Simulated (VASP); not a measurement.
Runs of VASP 6.6.1 on AlN. The cells are those of the table. 

```tsv
cell	gap on the mesh (eV)	pressure (GPa)	largest force (eV/Å)
a = 3.114, b = 3.114, c = 15.282 Å, angles 88.2, 86.5, 60.0°, 12 atoms	2.90	-1.1	1.36
a = 3.114, b = 3.114, c = 15.256 Å, angles 89.4, 88.8, 60.0°, 12 atoms	3.15	(b)	0.58
a = 3.114, b = 3.114, c = 15.266 Å, angles 88.8, 87.7, 60.0°, 12 atoms	(c)	(a)	1.14
a = 3.114, b = 3.114, c = 15.304 Å, angles 87.7, 85.3, 60.0°, 12 atoms	2.97	-1.3	1.07
```

Alike in all rows: task single point; level PBE; potentials or basis VASP PAW PBE potentials, release 64 (Al, N); no spin polarisation; k mesh 8 × 8 × 2; cutoff (eV) 520; smearing gaussian 0.05 eV.

Q: Fill in the values left out.

A: (a) -0.8; (b) -0.4; (c) 2.99.

Caveats: forces of over 1 eV/Å act on the atoms, so gaps and moduli don't describe the material at rest (some runs).

A k mesh can miss the band edges.
